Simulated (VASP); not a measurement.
# BaTiO3 (R3m) in VASP: notebook

The runs below take BaTiO3 through single point, with PBE+U.

Everything below comes from runs of VASP 6.6.1. Logs are shortened: lines on timing, memory, paths and dates and some standing lists are left out, and cuts for length are marked.

## (1) The cell of the first run

It takes space group R3m (No. 160, trigonal). Conventional cell: a = 5.721 Å, b = 5.721 Å, c = 7.144 Å, α = 90.00°, β = 90.00°, γ = 120.00°. Ba (site symmetry 3m) has 12 O at 2.83 to 2.97 Å and 8 Ti at 3.49 to 3.64 Å within 3.7 Å. Within 2.5 Å of Ti (site symmetry 3m) lie 6 O at 1.91 to 2.17 Å. Within 2.5 Å of O (site symmetry m) lie 2 Ti at 1.91 to 2.17 Å.

## (2) Single point, PBE+U (strain +0.000 along x and y, +0.015 along z)

INCAR reads:

```
SYSTEM = BaTiO3
ALGO     = Normal         ! electronic algorithm
EDIFF    = 1E-6           ! SCF threshold, eV
ENCUT    = 1340           ! plane-wave cutoff, eV
GGA      = PE             ! functional
GGA_COMPAT= .False.      
ISIF     = 2              ! what is computed and relaxed
ISMEAR   = 0              ! smearing method
LASPH    = .True.         ! aspherical terms in the spheres
LCHARG   = .False.        ! write CHGCAR
LDAU     = .True.         ! DFT+U
LDAUJ    = 0 0 0        
LDAUL    = -1 2 -1        ! shell
LDAUPRINT= 1            
LDAUTYPE = 2            
LDAUU    = 0 4 0          ! U, eV
LMAXMIX  = 4              ! l up to which the mixer works
LREAL    = .False.        ! projectors in reciprocal space
LWAVE    = .False.        ! write WAVECAR
NBANDS   = 28             ! bands
NELM     = 200            ! most SCF steps
PREC     = Accurate       ! precision mode
SIGMA    = 0.05           ! smearing width, eV
```

KPOINTS reads:

```
k-points
0
Gamma
  6 6 6
  0 0 0
```

POSCAR reads:

```
BaTiO3
1.0
    2.8603720851      1.6514365933      2.3812443820
   -2.8603720851      1.6514365933      2.3812443820
    0.0000000000     -3.3028731867      2.3812443820
Ba Ti O
1 1 3
Direct
    0.0026800181      0.0026800181      0.0026800181
    0.5127992509      0.5127992509      0.5127992509
    0.4903227049      0.4903227049      0.9825753212
    0.4903227049      0.9825753212      0.4903227049
    0.9825753212      0.4903227049      0.4903227049
```

Potentials or basis: VASP PAW PBE potentials, release 64 (Ba_sv, Ti_sv, O_h).

Launch:

```
$ cat potpaw_PBE.64/Ba_sv/POTCAR potpaw_PBE.64/Ti_sv/POTCAR potpaw_PBE.64/O_h/POTCAR > POTCAR
$ mpirun -np 1 vasp_std > vasp.out
```

OUTCAR:

```text
SYSTEM = BaTiO3
   EDIFF = 1E-6
   ENCUT = 1340
   GGA = PE
   ISIF = 2
   ISMEAR = 0
   LASPH = .True.
   LREAL = .False.
   NELM = 200
   PREC = Accurate

 ion  position               nearest neighbor table
   1  0.003  0.003  0.003-   3 2.83   4 2.83   5 2.83   3 2.86   3 2.86   5 2.86   4 2.86   4 2.86
                             5 2.86   3 2.97   4 2.97   5 2.97   2 3.49   2 3.49   2 3.49   2 3.50
   2  0.513  0.513  0.513-   4 1.91   5 1.91   3 1.91   4 2.17   5 2.17   3 2.17   1 3.49   1 3.49
                             1 3.49   1 3.50   1 3.54   1 3.54   1 3.54   1 3.64
   3  0.490  0.490  0.983-   2 1.91   2 2.17   1 2.83   1 2.86   1 2.86   1 2.97
   4  0.490  0.983  0.490-   2 1.91   2 2.17   1 2.83   1 2.86   1 2.86   1 2.97
   5  0.983  0.490  0.490-   2 1.91   2 2.17   1 2.83   1 2.86   1 2.86   1 2.97

  LATTYP: Found a trigonal (rhomboedric) cell.
 ALAT       =     4.0717681778
 COS(alpha) =     0.0130185963

  Lattice vectors:

 A1 = (   2.8603720851,   1.6514365933,   2.3812443820)
 A2 = (  -2.8603720851,   1.6514365933,   2.3812443820)
 A3 = (   0.0000000000,  -3.3028731867,   2.3812443820)

Analysis of symmetry for initial positions (statically):
=====================================================================
 Subroutine PRICEL returns:
 Original cell was already a primitive cell.

 Routine SETGRP: Setting up the symmetry group for a
 trigonal (rhombohedral) supercell.

 Subroutine GETGRP returns: Found  6 space group operations
 (whereof  6 operations were pure point group operations)
 out of a pool of 12 trial point group operations.

The static configuration has the point symmetry C_3v.

Analysis of symmetry for dynamics (positions and initial velocities):
=====================================================================
 Subroutine PRICEL returns:
 Original cell was already a primitive cell.

 Routine SETGRP: Setting up the symmetry group for a
 trigonal (rhombohedral) supercell.

 Subroutine GETGRP returns: Found  6 space group operations
 (whereof  6 operations were pure point group operations)
 out of a pool of 12 trial point group operations.

[... 156 lines left out ...]
 -0.0000  0.1887  0.0000 -0.0000  0.0618
 -0.0000  0.0000  0.1070 -0.0000  0.0000
  0.0618 -0.0000 -0.0000  0.1887 -0.0000
 -0.0000  0.0618  0.0000 -0.0000  0.1575

spin component  2

  0.1575 -0.0000 -0.0000  0.0618 -0.0000
 -0.0000  0.1887  0.0000 -0.0000  0.0618
 -0.0000  0.0000  0.1070 -0.0000  0.0000
  0.0618 -0.0000 -0.0000  0.1887 -0.0000
 -0.0000  0.0618  0.0000 -0.0000  0.1575

 occupancies and eigenvectors

  o =  0.1070  v =  0.0000  0.0000  1.0000  0.0000 -0.0000  0.0000  0.0000  0.0000  0.0000  0.0000      0.0000  0.0000  0.0000  0.0000  0.0000  0.0000  0.0000  0.0000  0.0000  0.0000
  o =  0.1070  v =  0.0000  0.0000  0.0000  0.0000  0.0000  0.0000  0.0000  1.0000  0.0000 -0.0000      0.0000  0.0000  0.0000  0.0000  0.0000  0.0000  0.0000  0.0000  0.0000  0.0000
  o =  0.1094  v =  0.0000 -0.6147  0.0000  0.0000  0.7888  0.0000  0.0000  0.0000  0.0000  0.0000      0.0000  0.0000  0.0000  0.0000  0.0000  0.0000  0.0000  0.0000  0.0000  0.0000
  o =  0.1094  v =  0.0000  0.0000  0.0000  0.0000  0.0000  0.0000 -0.6147  0.0000  0.0000  0.7888      0.0000  0.0000  0.0000  0.0000  0.0000  0.0000  0.0000  0.0000  0.0000  0.0000
  o =  0.1094  v =  0.0000  0.0000  0.0000  0.0000  0.0000 -0.7888  0.0000 -0.0000  0.6147 -0.0000      0.0000  0.0000  0.0000  0.0000  0.0000  0.0000  0.0000  0.0000  0.0000  0.0000
  o =  0.1094  v = -0.7888  0.0000 -0.0000  0.6147 -0.0000  0.0000  0.0000  0.0000  0.0000  0.0000      0.0000  0.0000  0.0000  0.0000  0.0000  0.0000  0.0000  0.0000  0.0000  0.0000
  o =  0.2369  v =  0.0000  0.0000  0.0000  0.0000  0.0000  0.6147  0.0000 -0.0000  0.7888 -0.0000      0.0000  0.0000  0.0000  0.0000  0.0000  0.0000  0.0000  0.0000  0.0000  0.0000
  o =  0.2369  v =  0.6147  0.0000 -0.0000  0.7888 -0.0000  0.0000  0.0000  0.0000  0.0000  0.0000      0.0000  0.0000  0.0000  0.0000  0.0000  0.0000  0.0000  0.0000  0.0000  0.0000
  o =  0.2369  v =  0.0000 -0.7888 -0.0000  0.0000 -0.6147  0.0000  0.0000  0.0000  0.0000  0.0000      0.0000  0.0000  0.0000  0.0000  0.0000  0.0000  0.0000  0.0000  0.0000  0.0000
  o =  0.2369  v =  0.0000  0.0000  0.0000  0.0000  0.0000  0.0000 -0.7888 -0.0000  0.0000 -0.6147      0.0000  0.0000  0.0000  0.0000  0.0000  0.0000  0.0000  0.0000  0.0000  0.0000

 number of electron      40.0000003 magnetization

 Free energy of the ion-electron system (eV)
  ---------------------------------------------------
  ext. energy  EPLUGINS =         0.00000000
  ---------------------------------------------------
  free energy    TOTEN  =       -37.34297710 eV

  energy without entropy =      -37.34297710  energy(sigma->0) =      -37.34297710

 E-fermi :   4.1758     XC(G=0): -10.9876

 val. band max:        3.8606081745   @ k =   0.5000   0.5000   0.5000
 cond. band min:       6.4496090025   @ k =   0.0000   0.0000   0.0000
 fundamental gap:      2.5890008279
 Fermi energy:         4.1757617792

 k-point     1 :       0.0000    0.0000    0.0000
  band No.  band energies     occupation
      1     -53.7760      2.00000
      2     -29.9454      2.00000
      3     -29.9448      2.00000
      4     -29.9448      2.00000
      5     -21.0547      2.00000
      6     -12.9034      2.00000
[... 733 lines left out ...]
     27      11.7766      0.00000
     28      12.1968      0.00000

 [... further k-points ...]
[... 5 lines left out ...]
  --------------------------------------------------------------------------------------
  -------------------------------------------------------------------------------------
  Total        0.8752857      0.8752857     -0.6045034      0.0000000      0.0000000      0.0000000
  in kB       20.7788152     20.7788152    -14.3505880      0.0000000      0.0000000      0.0000000
  external PRESSURE =       9.0690141 kB  Pullay stress =       0.0000000 kB

 VOLUME and BASIS-vectors are now :
 -----------------------------------------------------------------------------
  energy-cutoff  :     1340.00
  volume of cell :       67.49
      direct lattice vectors                 reciprocal lattice vectors
     2.860372085  1.651436593  2.381244382     0.174802433  0.100922232  0.139982832
    -2.860372085  1.651436593  2.381244382    -0.174802433  0.100922232  0.139982832
     0.000000000 -3.302873187  2.381244382     0.000000000 -0.201844464  0.139982832

 POSITION                                       TOTAL-FORCE (eV/Angst)
 -----------------------------------------------------------------------------------
      0.00000     -0.00000      0.01915         0.000000      0.000000     -0.013103
      0.00000     -0.00000      3.66330         0.000000      0.000000     -0.394980
      0.00000     -1.62585      4.67491         0.000000     -0.220952      0.136028
     -1.40803      0.81292      4.67491        -0.191350      0.110476      0.136028
      1.40803      0.81292      4.67491         0.191350      0.110476      0.136028
 -----------------------------------------------------------------------------------
    total drift:                               -0.000000      0.000000     -0.000686

  FREE ENERGIE OF THE ION-ELECTRON SYSTEM (eV)
  ---------------------------------------------------
  free  energy   TOTEN  =       -37.3429771036 eV

  energy  without entropy=      -37.3429771036  energy(sigma->0) =      -37.34297710
```

Wall time 5.6 min (1 thread of Intel Xeon Platinum 8375C at 2.90GHz (Ice Lake), shared host); peak memory 0.51 GiB.

What came out:

| Property | Result |
| --- | --- |
| Free energy | -37.3430 eV |
| Pressure | 0.9 GPa |
| Largest force | 0.395 eV/Å |
| Band gap on the k mesh | 2.59 eV (least direct gap 2.96 eV) |

Forces in eV/Å, atoms in the order of the input:
```
Ba   0.000  0.000 -0.013
Ti   0.000  0.000 -0.395
O    0.000 -0.221  0.136
O   -0.191  0.110  0.136
O    0.191  0.110  0.136
```

Eigenvalues of the final occupation matrices:
| site | spin | trace | eigenvalues |
| --- | --- | --- | --- |
| site 2 d | 1 | 0.80 | 0.11 0.11 0.11 0.24 0.24 |
| site 2 d | 2 | 0.80 | 0.11 0.11 0.11 0.24 0.24 |

Caveat: the cell differs from its parent crystal (strain +0.000 along x and y, +0.015 along z); spin-orbit coupling is left out, which moves the levels of the heavy elements.

## (3) Single point, PBE+U (strain -0.015 along x and y, +0.015 along z)

INCAR reads:

```
PREC = Accurate
ENCUT = 1340
EDIFF = 1E-6
ISMEAR = 0
SIGMA = 0.05
LREAL = False
LASPH = True
NELM = 200
ALGO = Normal
ISIF = 2
LWAVE = False
LCHARG = False
LMAXMIX = 4
LDAU = True
LDAUTYPE = 2
LDAUL = -1 2 -1
LDAUU = 0 4 0
LDAUJ = 0 0 0
LDAUPRINT = 1
GGA = PE
NBANDS = 28
GGA_COMPAT = False
```

KPOINTS reads:

```
Automatic mesh
0
Gamma
  6 6 6
```

Changes to POSCAR since step 2:

```diff
@@ -2,5 +2,5 @@
 1.0
-    2.8603720851      1.6514365933      2.3812443820
-   -2.8603720851      1.6514365933      2.3812443820
-    0.0000000000     -3.3028731867      2.3812443820
+    2.8174665038      1.6266650444      2.3812443820
+   -2.8174665038      1.6266650444      2.3812443820
+    0.0000000000     -3.2533300889      2.3812443820
 Ba Ti O
```

Potentials or basis: VASP PAW PBE potentials, release 64 (Ba_sv, Ti_sv, O_h).

Launch:

```
$ cat potpaw_PBE.64/Ba_sv/POTCAR potpaw_PBE.64/Ti_sv/POTCAR potpaw_PBE.64/O_h/POTCAR > POTCAR
$ mpirun -np 1 vasp_std > vasp.out
```

OUTCAR:

```text
PREC = Accurate
   ENCUT = 1340
   EDIFF = 1E-6
   ISMEAR = 0
   LREAL = False
   LASPH = True
   NELM = 200
   ISIF = 2
   GGA = PE

 ion  position               nearest neighbor table
   1  0.003  0.003  0.003-   3 2.81   4 2.81   5 2.81   3 2.82   3 2.82   5 2.82   4 2.82   4 2.82
                             5 2.82   3 2.96   4 2.96   5 2.96   2 3.44   2 3.44   2 3.44   2 3.49
   2  0.513  0.513  0.513-   4 1.89   5 1.89   3 1.89   4 2.15   5 2.15   3 2.15   1 3.44   1 3.44
                             1 3.44   1 3.49   1 3.49   1 3.49   1 3.50   1 3.64
   3  0.490  0.490  0.983-   2 1.89   2 2.15   1 2.81   1 2.82   1 2.82   1 2.96
   4  0.490  0.983  0.490-   2 1.89   2 2.15   1 2.81   1 2.82   1 2.82   1 2.96
   5  0.983  0.490  0.490-   2 1.89   2 2.15   1 2.81   1 2.82   1 2.82   1 2.96

  LATTYP: Found a trigonal (rhomboedric) cell.
 ALAT       =     4.0316846942
 COS(alpha) =     0.0232702885

  Lattice vectors:

 A1 = (   2.8174665038,   1.6266650444,   2.3812443820)
 A2 = (  -2.8174665038,   1.6266650444,   2.3812443820)
 A3 = (   0.0000000000,  -3.2533300889,   2.3812443820)

Analysis of symmetry for initial positions (statically):
=====================================================================
[... 212 lines left out ...]

  energy without entropy =      -37.27342584  energy(sigma->0) =      -37.27342584

 E-fermi :   4.4136     XC(G=0): -11.1437

 val. band max:        4.1026368900   @ k =   0.5000   0.5000   0.5000
 cond. band min:       6.7521995943   @ k =   0.0000   0.0000   0.0000
 fundamental gap:      2.6495627042
 Fermi energy:         4.4135814229

 k-point     1 :       0.0000    0.0000    0.0000
  band No.  band energies     occupation
      1     -53.3876      2.00000
      2     -29.5802      2.00000
      3     -29.5802      2.00000
      4     -29.5640      2.00000
      5     -20.7428      2.00000
      6     -12.7372      2.00000
[... 733 lines left out ...]
     27      12.1695      0.00000
     28      12.6063      0.00000

 [... further k-points ...]
[... 5 lines left out ...]
  --------------------------------------------------------------------------------------
  -------------------------------------------------------------------------------------
  Total        3.5268878      3.5268878      0.4840580      0.0000000     -0.0000000      0.0000000
  in kB       86.2958889     86.2958889     11.8439300      0.0000000     -0.0000000      0.0000000
  external PRESSURE =      61.4785693 kB  Pullay stress =       0.0000000 kB

 VOLUME and BASIS-vectors are now :
 -----------------------------------------------------------------------------
  energy-cutoff  :     1340.00
  volume of cell :       65.48
      direct lattice vectors                 reciprocal lattice vectors
     2.817466504  1.626665044  2.381244382     0.177464399  0.102459119  0.139982832
    -2.817466504  1.626665044  2.381244382    -0.177464399  0.102459119  0.139982832
     0.000000000 -3.253330089  2.381244382     0.000000000 -0.204918237  0.139982832

 POSITION                                       TOTAL-FORCE (eV/Angst)
 -----------------------------------------------------------------------------------
      0.00000     -0.00000      0.01915         0.000000      0.000000     -0.026421
      0.00000     -0.00000      3.66330         0.000000      0.000000     -0.676518
      0.00000     -1.60146      4.67491         0.000000     -0.433171      0.234313
     -1.38691      0.80073      4.67491        -0.375137      0.216586      0.234313
      1.38691      0.80073      4.67491         0.375137      0.216586      0.234313
 -----------------------------------------------------------------------------------
    total drift:                                0.000000      0.000000     -0.000421

  FREE ENERGIE OF THE ION-ELECTRON SYSTEM (eV)
  ---------------------------------------------------
  free  energy   TOTEN  =       -37.2734258424 eV

  energy  without entropy=      -37.2734258424  energy(sigma->0) =      -37.27342584
```

Run time: 3.1 min. Hardware: 1 thread of Intel Xeon Platinum 8488C (Sapphire Rapids), shared host; peak memory 0.49 GiB.

What came out:

| Property | Result |
| --- | --- |
| Free energy | -37.2734 eV |
| Pressure | 6.1 GPa |
| Largest force | 0.677 eV/Å |
| Band gap on the k mesh | 2.65 eV (least direct gap 2.98 eV) |

Forces on the atoms (eV/Å):
```
Ba   0.000  0.000 -0.026
Ti   0.000  0.000 -0.677
O    0.000 -0.433  0.234
O   -0.375  0.217  0.234
O    0.375  0.217  0.234
```

Stress tensor (GPa, compression positive):
```
8.63 0.00 0.00
0.00 8.63 0.00
0.00 0.00 1.18
```

Eigenvalues of the final occupation matrices:
| site | spin | trace | eigenvalues |
| --- | --- | --- | --- |
| site 2 d | 1 | 0.82 | 0.11 0.11 0.11 0.24 0.24 |
| site 2 d | 2 | 0.82 | 0.11 0.11 0.11 0.24 0.24 |

Caveat: the cell differs from its parent crystal (strain -0.015 along x and y, +0.015 along z); the stress differs along the axes, from 1 to 9 GPa; spin-orbit coupling is left out, which moves the levels of the heavy elements.

## (4) Single point, PBE+U (strain +0.015 along x and y, +0.000 along z)

INCAR reads:

```
SYSTEM = BaTiO3
PREC = Accurate
ENCUT = 1340
EDIFF = 1E-6
ISMEAR = 0
SIGMA = 0.05
LREAL = .False.
LASPH = .True.
NELM = 200
ALGO = Normal
ISIF = 2
LWAVE = .False.
LCHARG = .False.
LMAXMIX = 4
LDAU = .True.
LDAUTYPE = 2
LDAUL = -1 2 -1
LDAUU = 0 4 0
LDAUJ = 0 0 0
LDAUPRINT = 1
GGA = PE
NBANDS = 28
GGA_COMPAT = .False.
```

KPOINTS reads:

```
regular mesh
0
Gamma
  6 6 6
  0 0 0
```

Changes to POSCAR since step 3:

```diff
@@ -2,5 +2,5 @@
 1.0
-    2.8174665038      1.6266650444      2.3812443820
-   -2.8174665038      1.6266650444      2.3812443820
-    0.0000000000     -3.2533300889      2.3812443820
+    2.9032776664      1.6762081422      2.3460535783
+   -2.9032776664      1.6762081422      2.3460535783
+    0.0000000000     -3.3524162845      2.3460535783
 Ba Ti O
```

Launch:

```
$ cat potpaw_PBE.64/Ba_sv/POTCAR potpaw_PBE.64/Ti_sv/POTCAR potpaw_PBE.64/O_h/POTCAR > POTCAR
$ mpirun -np 1 vasp_std > vasp.out
```

Run time: 5.3 min. Hardware: 1 thread of AMD EPYC 7R13 (Zen 3), shared host; peak memory 0.5 GiB.

Results (log left out):

```yaml
Free_energy: -37.3443 eV
Pressure: -1.6 GPa
Largest_force: 0.318 eV/Å
Band_gap_on_the_k_mesh: 2.53 eV (least direct gap 2.98 eV)
```

Forces in eV/Å, atoms in the order of the input:
```
Ba   0.000  0.000 -0.022
Ti   0.000  0.000 -0.318
O    0.000 -0.084  0.113
O   -0.073  0.042  0.113
O    0.073  0.042  0.113
```

Stress tensor (GPa, compression positive):
```
-2.57  0.00  0.00
 0.00 -2.57  0.00
 0.00  0.00  0.49
```

Levels at points of the mesh, in eV from the valence-band top:
| k point | band 18 | band 19 | band 20 | band 21 | band 22 | band 23 |
| --- | --- | --- | --- | --- | --- | --- |
| (0.00, 0.00, 0.00) | -0.46 | -0.46 | -0.45 | 2.53 | 2.53 | 2.57 |
| (0.50, 0.00, 0.00) | -1.54 | -0.91 | -0.90 | 2.68 | 3.79 | 3.86 |
| (0.50, 0.50, 0.00) | -0.93 | -0.91 | -0.10 | 3.84 | 3.87 | 4.21 |
| (0.50, 0.50, 0.50) | -0.04 | -0.04 | 0.00 | 4.29 | 4.44 | 4.44 |

Eigenvalues of the final occupation matrices:
```csv
site,spin,trace,eigenvalues
site 2 d,1,0.79,0.11 0.11 0.11 0.23 0.23
site 2 d,2,0.79,0.11 0.11 0.11 0.23 0.23
```

Caveat: the cell differs from its parent crystal (strain +0.015 along x and y, +0.000 along z); spin-orbit coupling is left out, which moves the levels of the heavy elements.

## (5) Summary

| cell | gap on the mesh (eV) | pressure (GPa) | largest force (eV/Å) |
| --- | --- | --- | --- |
| a = 4.072 Å, angles 89.3°, 5 atoms | 2.59 | 0.9 | 0.39 |
| a = 4.032 Å, angles 88.7°, 5 atoms | 2.65 | 6.1 | 0.68 |
| a = 4.092 Å, angles 90.4°, 5 atoms | 2.53 | -1.6 | 0.32 |

Alike in all rows: task single point; level PBE+U; potentials or basis VASP PAW PBE potentials, release 64 (Ba_sv, Ti_sv, O_h); no spin polarisation; Ti d U = 4.0 eV; k mesh 6 × 6 × 6; cutoff (eV) 1340; smearing gaussian 0.05 eV.

Caveats: spin-orbit coupling is left out, which moves the levels of the heavy elements; the stress differs along the axes, from 1 to 9 GPa (at least some runs).

Total energies depend on the potentials used, so only differences within one code and one set of settings carry meaning.
